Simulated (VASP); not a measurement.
# ZnS (Cmc2_1) in VASP: further runs, part 2 of 2

VASP 6.6.1. Earlier steps stand in the parts before.

## Step 4: Single point, r2SCAN (strain +0.0200 x Voigt [1, 0, 0, 0, 0, 0])

POSCAR reads:

```
ZnS
1.0
    3.8872187572      0.0000000000      0.0000000000
   -1.9436093786      3.3004217586      0.0000000000
    0.0000000000      0.0000000000      6.2340000000
Zn S
2 2
Direct
    0.3333333333      0.6666666667      0.0000000000
    0.6666666667      0.3333333333      0.5000000000
    0.3333333333      0.6666666667      0.3850000000
    0.6666666667      0.3333333333      0.8850000000
```

INCAR.step1 reads:

```
  PREC = Accurate
  ENCUT = 520
  ISMEAR = 0
  SIGMA = 0.05
  LREAL = F
  LASPH = T
  NELM = 80
  NBANDS = 26
  GGA = PE
  ALGO = Normal
  EDIFF = 1E-4
  LWAVE = T
  LCHARG = F
```

INCAR.step2 reads:

```
  PREC = Accurate
  ENCUT = 520
  EDIFF = 1E-6
  ISMEAR = 0
  SIGMA = 0.05
  LREAL = F
  LASPH = T
  NELM = 80
  ALGO = Normal
  ISIF = 2
  LWAVE = F
  LCHARG = T
  METAGGA = R2SCAN
  LMIXTAU = T
  LELF = T
  LVHAR = T
  NBANDS = 26
  ISTART = 1
```

KPOINTS reads:

```
regular mesh
0
Gamma
  6 6 4
```

Command:

```bash
cat potpaw_PBE.64/Zn/POTCAR potpaw_PBE.64/S/POTCAR > POTCAR
cp INCAR.step1 INCAR
mpirun -np 1 vasp_std > vasp.out
cp INCAR.step2 INCAR
mpirun -np 1 vasp_std > vasp.out
```

It took 5.1 min on 1 thread of Intel Xeon Platinum 8259CL at 2.50GHz (Skylake/Cascade Lake), shared host; peak memory 0.24 GiB.

The run converged. Its results:

```yaml
Free_energy: -37.6915 eV
Pressure: -1.4 GPa
Largest_force: 0.285 eV/Å
Band_gap_on_the_k_mesh: 2.70 eV, direct
```

Forces in eV/Å, atoms in the order of the input:
```
Zn   0.000 -0.111  0.254
Zn   0.000  0.111  0.254
S    0.000 -0.128 -0.254
S    0.000  0.128 -0.254
```

Stress tensor (GPa, compression positive):
```
-2.35  0.00  0.00
 0.00 -0.06  0.00
 0.00  0.00 -1.65
```

Levels at points of the mesh, in eV from the valence-band top:
```
           k point  band 15  band 16  band 17  band 18  band 19  band 20  band 21  band 22
(0.00, 0.00, 0.00)    -0.88    -0.08    -0.01     0.00     2.70     3.36     6.64     6.84
(0.50, 0.00, 0.00)    -3.19    -2.24    -1.55    -0.95     4.02     4.78     5.56     7.62
(0.00, 0.50, 0.00)    -3.11    -2.39    -1.58    -1.07     3.80     4.62     5.56     7.43
(0.00, 0.00, 0.50)    -0.53    -0.53    -0.47    -0.47     3.92     3.92     7.06     7.06
(0.50, 0.00, 0.50)    -1.64    -1.64    -1.52    -1.52     4.05     4.05     5.60     5.60
(0.00, 0.50, 0.50)    -1.78    -1.78    -1.50    -1.50     3.93     3.93     5.58     5.58
```

Caveat: the cell differs from its parent crystal (strain +0.0200 x Voigt [1, 0, 0, 0, 0, 0]); the PAW data sets were made with another functional, which shifts forces and pressure a little.

## Step 5: Single point, r2SCAN (strain +0.0300 x Voigt [1, 0, 0, 0, 0, 0])

POSCAR, as its differences from that of step 4:

```diff
@@ -2,4 +2,4 @@
 1.0
-    3.8872187572      0.0000000000      0.0000000000
-   -1.9436093786      3.3004217586      0.0000000000
+    3.9253287450      0.0000000000      0.0000000000
+   -1.9626643725      3.3004217586      0.0000000000
     0.0000000000      0.0000000000      6.2340000000
```

INCAR.step1 is that of step 4.

INCAR.step2 is that of step 4.

KPOINTS reads:

```
Automatic mesh
0
Gamma
  6 6 4
```

Command:

```bash
cat potpaw_PBE.64/Zn/POTCAR potpaw_PBE.64/S/POTCAR > POTCAR
cp INCAR.step1 INCAR
mpirun -np 1 vasp_std > vasp.out
cp INCAR.step2 INCAR
mpirun -np 1 vasp_std > vasp.out
```

It took 5.3 min on 1 thread of Intel Xeon Platinum 8259CL at 2.50GHz (Skylake/Cascade Lake), shared host; peak memory 0.24 GiB.

It converged, with:

```
Free energy            : -37.6759 eV
Pressure               : -2.0 GPa
Largest force          : 0.294 eV/Å
Band gap on the k mesh : 2.64 eV, direct
```

Forces in eV/Å, atoms in the order of the input:
```
Zn   0.000 -0.127  0.230
Zn   0.000  0.127  0.230
S    0.000 -0.184 -0.230
S    0.000  0.184 -0.230
```

Stress tensor (GPa, compression positive):
```
-3.75  0.00  0.00
 0.00 -0.46  0.00
 0.00  0.00 -1.92
```

Levels at points of the mesh, in eV from the valence-band top:
```csv
k point,band 15,band 16,band 17,band 18,band 19,band 20,band 21,band 22
"(0.00, 0.00, 0.00)",-0.89,-0.11,-0.02,0.00,2.64,3.30,6.57,6.87
"(0.50, 0.00, 0.00)",-3.17,-2.21,-1.54,-0.92,4.02,4.77,5.57,7.62
"(0.00, 0.50, 0.00)",-3.06,-2.43,-1.57,-1.10,3.71,4.53,5.59,7.35
"(0.00, 0.00, 0.50)",-0.56,-0.56,-0.47,-0.47,3.86,3.86,6.99,6.99
"(0.50, 0.00, 0.50)",-1.61,-1.61,-1.50,-1.50,4.06,4.06,5.62,5.62
"(0.00, 0.50, 0.50)",-1.81,-1.81,-1.47,-1.47,3.88,3.88,5.58,5.58
```

Caveat: the cell differs from its parent crystal (strain +0.0300 x Voigt [1, 0, 0, 0, 0, 0]); the PAW data sets were made with another functional, which shifts forces and pressure a little.

## Step 6: Single point, r2SCAN (strain +0.0350 x Voigt [1, 0, 0, 0, 0, 0])

POSCAR, as its differences from that of step 5:

```diff
@@ -2,4 +2,4 @@
 1.0
-    3.9253287450      0.0000000000      0.0000000000
-   -1.9626643725      3.3004217586      0.0000000000
+    3.9443837389      0.0000000000      0.0000000000
+   -1.9721918695      3.3004217586      0.0000000000
     0.0000000000      0.0000000000      6.2340000000
```

INCAR.step1 reads:

```
ALGO     = Normal         # electronic algorithm
EDIFF    = 1E-4           # SCF threshold, eV
ENCUT    = 520            # plane-wave cutoff, eV
GGA      = PE             # functional
ISMEAR   = 0              # smearing method
LASPH    = True           # aspherical terms in the spheres
LCHARG   = False          # write CHGCAR
LREAL    = False          # projectors in reciprocal space
LWAVE    = True           # write WAVECAR
NBANDS   = 26             # bands
NELM     = 60             # most SCF steps
PREC     = Accurate       # precision mode
SIGMA    = 0.05           # smearing width, eV
```

INCAR.step2 reads:

```
ALGO     = Normal         # electronic algorithm
EDIFF    = 1E-6           # SCF threshold, eV
ENCUT    = 520            # plane-wave cutoff, eV
ISIF     = 2              # what is computed and relaxed
ISMEAR   = 0              # smearing method
ISTART   = 1            
LASPH    = True           # aspherical terms in the spheres
LCHARG   = False          # write CHGCAR
LMIXTAU  = True         
LREAL    = False          # projectors in reciprocal space
LWAVE    = False          # write WAVECAR
METAGGA  = R2SCAN         # meta-GGA
NBANDS   = 26             # bands
NELM     = 60             # most SCF steps
PREC     = Accurate       # precision mode
SIGMA    = 0.05           # smearing width, eV
```

KPOINTS reads:

```
k-points
0
Gamma
  6 6 4
```

Potentials or basis: VASP PAW PBE potentials, release 64 (Zn, S).

Command:

```bash
cat potpaw_PBE.64/Zn/POTCAR potpaw_PBE.64/S/POTCAR > POTCAR
cp INCAR.step1 INCAR
mpirun -np 1 vasp_std > vasp.out
cp INCAR.step2 INCAR
mpirun -np 1 vasp_std > vasp.out
```

OUTCAR:

```text
EDIFF = 1E-6
   ENCUT = 520
   ISIF = 2
   ISMEAR = 0
   ISTART = 1
   LASPH = True
   LREAL = False
   METAGGA = R2SCAN
   NELM = 60
   PREC = Accurate

 ion  position               nearest neighbor table
   1  0.333  0.667  0.000-   4 2.31   4 2.37   4 2.37   3 2.40
   2  0.667  0.333  0.500-   3 2.31   3 2.37   3 2.37   4 2.40
   3  0.333  0.667  0.385-   2 2.31   2 2.37   2 2.37   1 2.40
   4  0.667  0.333  0.885-   1 2.31   1 2.37   1 2.37   2 2.40

  Warning from LATTYP: Monoclinic adjustment (A1->A3, A2->A1, A3->A2)!
  LATTYP: Found a base centered orthorhombic cell.
 ALAT       =     3.9443837389
 B/A-ratio  =     1.6734790411
 C/A-ratio  =     1.5804750280

  Lattice vectors:

 A1 = (   1.9721918695,  -3.3004217586,   0.0000000000)
 A2 = (   1.9721918694,   3.3004217586,   0.0000000000)
 A3 = (   0.0000000000,   0.0000000000,   6.2340000000)

Analysis of symmetry for initial positions (statically):
=====================================================================
 Subroutine PRICEL returns:
 Original cell was already a primitive cell.

 Routine SETGRP: Setting up the symmetry group for a
 base centered orthorhombic supercell.

 Subroutine GETGRP returns: Found  4 space group operations
 (whereof  2 operations were pure point group operations)
 out of a pool of  8 trial point group operations.

The static configuration has the point symmetry C_1h.
 The point group associated with its full space group is C_2v.

Analysis of symmetry for dynamics (positions and initial velocities):
=====================================================================
 Subroutine PRICEL returns:
 Original cell was already a primitive cell.

 Routine SETGRP: Setting up the symmetry group for a
 base centered orthorhombic supercell.

 Subroutine GETGRP returns: Found  4 space group operations
 (whereof  2 operations were pure point group operations)
[... 119 lines left out ...]
   NUPDOWN=      -1.0000    fix difference up-down
   EMIN   =  10.00;   EMAX   =-10.00  energy-range for DOS
   EFERMI =   0.00;   METHOD = LEGACY
   ISMEAR =     0;   SIGMA  =   0.05  broadening in eV -4-tet -1-fermi 0-gaus
   EFERMI_NEDOS =   21; number of points for ismear=-14 and -15
   IALGO  =     38    algorithm
   IMIX   =      4    mixing-type and parameters
     AMIX     =   0.40;   BMIX     =  1.00
     AMIX_MAG =   1.60;   BMIX_MAG =  1.00
  volume/ion in A,a.u.               =      20.29       136.92
  Fermi-wavevector in a.u.,A,eV,Ry     =   1.248544  2.359406 21.209608  1.558862
  Thomas-Fermi vector in A             =   2.382626
   LORBIT       =      0    0 simple, 1 ext, 2 COOP (PROOUT), +10 PAW based schemes
   METAGGA = R2SCAN    functional components
   LHFCALC =     F    Hartree Fock is set to
   AEXX    =    0.0000 exact exchange contribution
   IVDW    =     0    specifies the selected vdW correction
   LEPSILON=     F    determine dielectric tensor
   LRPA    =     F    only Hartree local field effects (RPA)
 non-spin polarized calculation
 Gauss-broadening in eV      SIGMA  =   0.05
  energy-cutoff  :      520.00
  volume of cell :       81.16
 maximum number of plane-waves:      2202
 NGX is ok and might be reduce to    30
   NGX = 15   NGY = 15   NGZ = 23

 number of electron      35.9999980 magnetization

 Free energy of the ion-electron system (eV)
  ---------------------------------------------------
  ext. energy  EPLUGINS =         0.00000000
  ---------------------------------------------------
  free energy    TOTEN  =       -37.66570446 eV

  energy without entropy =      -37.66570446  energy(sigma->0) =      -37.66570446

 E-fermi :   1.8328     XC(G=0): -10.1332

 val. band max:        1.6122904120   @ k =   0.0000   0.0000   0.0000
 cond. band min:       4.2246183188   @ k =   0.0000   0.0000   0.0000
 fundamental gap:      2.6123279068
 Fermi energy:         1.8327521086

 k-point     1 :       0.0000    0.0000    0.0000
  band No.  band energies     occupation
      1     -11.9113      2.00000
      2     -10.9921      2.00000
      3      -4.8225      2.00000
      4      -4.8105      2.00000
      5      -4.7740      2.00000
      6      -4.7431      2.00000
[... 685 lines left out ...]
     25      11.2307      0.00000
     26      11.9713      0.00000

 [... further k-points ...]
[... 5 lines left out ...]
  --------------------------------------------------------------------------------------
  -------------------------------------------------------------------------------------
  Total       -2.2361193     -0.3332600     -1.0397141      0.0000000      0.0000000      0.0000000
  in kB      -44.1458772     -6.5792808    -20.5262260      0.0000000      0.0000000      0.0000000
  external PRESSURE =     -23.7504613 kB  Pullay stress =       0.0000000 kB

 VOLUME and BASIS-vectors are now :
 -----------------------------------------------------------------------------
  energy-cutoff  :      520.00
  volume of cell :       81.16
      direct lattice vectors                 reciprocal lattice vectors
     3.944383739  0.000000000  0.000000000     0.253525029  0.151495790  0.000000000
    -1.972191870  3.300421759  0.000000000     0.000000000  0.302991579  0.000000000
     0.000000000  0.000000000  6.234000000     0.000000000  0.000000000  0.160410651

 POSITION                                       TOTAL-FORCE (eV/Angst)
 -----------------------------------------------------------------------------------
     -0.00000      2.20028      0.00000         0.000000     -0.138701      0.219645
      1.97219      1.10014      3.11700        -0.000000      0.138701      0.219645
     -0.00000      2.20028      2.40009         0.000000     -0.208760     -0.219645
      1.97219      1.10014      5.51709        -0.000000      0.208760     -0.219645
 -----------------------------------------------------------------------------------
    total drift:                               -0.000000     -0.000000     -0.002781

  FREE ENERGIE OF THE ION-ELECTRON SYSTEM (eV)
  ---------------------------------------------------
  free  energy   TOTEN  =       -37.6657044581 eV

  energy  without entropy=      -37.6657044581  energy(sigma->0) =      -37.66570446
```

OUTCAR.step1:

```text
EDIFF = 1E-4
   ENCUT = 520
   GGA = PE
   ISMEAR = 0
[... 930 lines left out ...]
     -0.00000      2.20028      0.00000         0.000000     -0.162844      0.218983
      1.97219      1.10014      3.11700        -0.000000      0.162844      0.218983
     -0.00000      2.20028      2.40009         0.000000     -0.215480     -0.218983
      1.97219      1.10014      5.51709        -0.000000      0.215480     -0.218983
 -----------------------------------------------------------------------------------
    total drift:                               -0.000000     -0.000001      0.000762

  FREE ENERGIE OF THE ION-ELECTRON SYSTEM (eV)
  ---------------------------------------------------
  free  energy   TOTEN  =       -13.6595147730 eV

  energy  without entropy=      -13.6595147730  energy(sigma->0) =      -13.65951477
```

OSZICAR.step1:

```text
N       E                     dE             d eps       ncg     rms          rms(c)
DAV:   1     0.243831465512E+03    0.24383E+03   -0.17052E+04  2028   0.166E+03
DAV:   2     0.990882844828E+01   -0.23392E+03   -0.22342E+03  2118   0.345E+02
DAV:   3    -0.139452364282E+02   -0.23854E+02   -0.23622E+02  2446   0.110E+02
DAV:   4    -0.145122879924E+02   -0.56705E+00   -0.56595E+00  2318   0.172E+01
DAV:   5    -0.145212850648E+02   -0.89971E-02   -0.89946E-02  2494   0.212E+00    0.930E+00
DAV:   6    -0.136688343807E+02    0.85245E+00   -0.16437E+00  3074   0.364E+01    0.720E+00
DAV:   7    -0.136637308085E+02    0.51036E-02   -0.11611E+00  2148   0.630E+00    0.337E+00
DAV:   8    -0.136584652799E+02    0.52655E-02   -0.35284E-02  2516   0.192E+00    0.918E-01
DAV:   9    -0.136591194666E+02   -0.65419E-03   -0.79647E-03  2742   0.136E+00    0.218E-01
DAV:  10    -0.136592906090E+02   -0.17114E-03   -0.67568E-04  2268   0.327E-01    0.895E-02
DAV:  11    -0.136595159955E+02   -0.22539E-03   -0.36390E-04  1974   0.123E-01    0.599E-02
DAV:  12    -0.136595147730E+02    0.12225E-05   -0.13879E-05  1152   0.318E-02
   1 F= -.13659515E+02 E0= -.13659515E+02  d E =-.813371E-16
```

Run time: 4.5 min. Hardware: 1 thread of Intel Xeon Platinum 8259CL at 2.50GHz (Skylake/Cascade Lake), shared host; peak memory 0.24 GiB.

Results:

```yaml
Free_energy: -37.6657 eV
Pressure: -2.4 GPa
Largest_force: 0.303 eV/Å
Band_gap_on_the_k_mesh: 2.61 eV, direct
```

Forces in eV/Å, atoms in the order of the input:
```
Zn   0.000 -0.139  0.220
Zn   0.000  0.139  0.220
S    0.000 -0.209 -0.220
S    0.000  0.209 -0.220
```

Levels at points of the mesh, in eV from the valence-band top:
| k point | band 15 | band 16 | band 17 | band 18 | band 19 | band 20 | band 21 | band 22 |
| --- | --- | --- | --- | --- | --- | --- | --- | --- |
| (0.00, 0.00, 0.00) | -0.89 | -0.13 | -0.02 | 0.00 | 2.61 | 3.26 | 6.54 | 6.88 |
| (0.50, 0.00, 0.00) | -3.16 | -2.19 | -1.53 | -0.90 | 4.03 | 4.77 | 5.58 | 7.62 |
| (0.00, 0.50, 0.00) | -3.03 | -2.44 | -1.57 | -1.11 | 3.67 | 4.49 | 5.60 | 7.32 |
| (0.00, 0.00, 0.50) | -0.58 | -0.58 | -0.47 | -0.47 | 3.82 | 3.82 | 6.96 | 6.96 |
| (0.50, 0.00, 0.50) | -1.60 | -1.60 | -1.49 | -1.49 | 4.07 | 4.07 | 5.62 | 5.62 |
| (0.00, 0.50, 0.50) | -1.83 | -1.83 | -1.46 | -1.46 | 3.85 | 3.85 | 5.59 | 5.59 |

Caveat: the cell differs from its parent crystal (strain +0.0350 x Voigt [1, 0, 0, 0, 0, 0]); the PAW data sets were made with another functional, which shifts forces and pressure a little.

## Step 7: The runs side by side

```tsv
cell	gap on the mesh (eV)	pressure (GPa)	largest force (eV/Å)
a = 3.773, b = 3.802, c = 6.234 Å, angles 90.0, 90.0, 119.8°, 4 atoms	2.85	1.1	0.37
a = 3.849, b = 3.821, c = 6.234 Å, angles 90.0, 90.0, 120.2°, 4 atoms	2.77	-0.6	0.29
a = 3.887, b = 3.830, c = 6.234 Å, angles 90.0, 90.0, 120.5°, 4 atoms	2.70	-1.4	0.28
a = 3.925, b = 3.840, c = 6.234 Å, angles 90.0, 90.0, 120.7°, 4 atoms	2.64	-2.0	0.29
a = 3.944, b = 3.845, c = 6.234 Å, angles 90.0, 90.0, 120.9°, 4 atoms	2.61	-2.4	0.30
```

Alike in all rows: task single point; level r2SCAN; potentials or basis VASP PAW PBE potentials, release 64 (Zn, S); no spin polarisation; k mesh 6 × 6 × 4; cutoff (eV) 520; smearing gaussian 0.05 eV.

Caveats: the PAW data sets were made with another functional, which shifts forces and pressure a little.

Absolute energies hang on the potentials; compare differences alone.
